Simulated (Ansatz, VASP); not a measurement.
One calculation of NaCl, two programs

```
CELL_PARAMETERS angstrom
0.00000 2.47376 3.71064
2.47376 0.00000 3.71064
2.47376 2.47376 0.00000
ATOMIC_POSITIONS crystal
Na 0.00000 0.00000 0.00000
Cl 0.50000 0.50000 0.50000
```

Alike in both runs: task single point; functional PBEsol; k mesh 8 × 8 × 8; occupations gaussian, width 0.05 eV; no spin polarisation.

|  | VASP | Ansatz |
| --- | --- | --- |
| version | VASP 6.6.1 | Ansatz 0.2.0 |
| potentials or method | VASP PAW PBE potentials, release 64 (Na_pv, Cl), cutoff 520 eV | scalar-relativistic, plane waves, PAW |
| valence electrons in the cell | 14 | 16 |

```csv
,VASP,Ansatz,Ansatz less VASP
gap on the k mesh at the Fermi level (eV),4.90,4.91,+0.010
least direct gap on the mesh (eV),4.90,4.91,+0.010
pressure (GPa),7.8,7.7,-0.13
"traceless stress, the component that is largest in VASP (GPa)",-9.57,-9.39,+0.182
```

VASP's potentials were made for PBE, not for PBEsol. The functional is the same, so the differences come from potentials, cutoffs and numerics. VASP's potentials hold 14 valence electrons a cell and Ansatz's 16, so a difference there can come from the potentials and not from the codes.
